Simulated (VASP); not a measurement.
Set up this calculation in VASP 6.6.1, as the native input.

```yaml
Task: single point
Functional: PBE
Potentials_or_basis: VASP PAW PBE potentials, release 64 (Sn_d, O)
Cutoff: 520 eV
k_mesh: 6 × 6 × 8
Occupations: gaussian, width 0.05 eV
Spin: no spin polarisation
Dipole_correction: no
Further_INCAR_settings: ALGO = Normal; EDIFF = 1e-07; NBANDS = 35
```

The structure of SnO2 lies in POSCAR:

```
SnO2
1.0
    4.7774634334      0.0000000000      0.0000000000
    0.0000000000      4.7774769549      0.0000000000
    0.0000000000      0.0000000000      3.3064824423
Sn O
2 4
Direct
    0.5000000000      0.5000000000      0.5000000000
    0.0000000000      0.0000000000      0.0000000000
    0.3138957232      0.3139536156      0.0000000000
    0.8138957232      0.1860463844      0.5000000000
    0.1861042768      0.8139536156      0.5000000000
    0.6861042768      0.6860463844      0.0000000000
```

This cell differs from its parent crystal: atoms shifted along a free coordinate, c/a of the conventional cell at fixed volume 0.6921.

The input as run:

INCAR

```
SYSTEM = SnO2
PREC = Accurate
ENCUT = 520
EDIFF = 1E-7
ISMEAR = 0
SIGMA = 0.05
LREAL = .FALSE.
LASPH = .TRUE.
NELM = 80
ALGO = Normal
ISIF = 2
LWAVE = .FALSE.
LCHARG = .FALSE.
GGA = PE
NBANDS = 35
```

KPOINTS

```
Automatic mesh
0
G
  6 6 8
  0 0 0
```

Potentials or basis: VASP PAW PBE potentials, release 64 (Sn_d, O).

Command:

```sh
$ cat potpaw_PBE.64/Sn_d/POTCAR potpaw_PBE.64/O/POTCAR > POTCAR
$ mpirun -np 1 vasp_std > vasp.out
```

Results of the run:

```json
{"Pressure": "1.1 GPa", "Largest force": "1.019 eV/Å", "Band gap on the k mesh": "0.67 eV"}
```

Caveat: spin-orbit coupling is left out, which moves the levels of the heavy elements; forces of over 1 eV/Å act on the atoms, so gaps and moduli don't describe the material at rest.

Run time: 70 s on 1 thread of Intel(R) Xeon(R) 6975P-C (Granite Rapids) (shared host), peak memory 0.29 GiB.
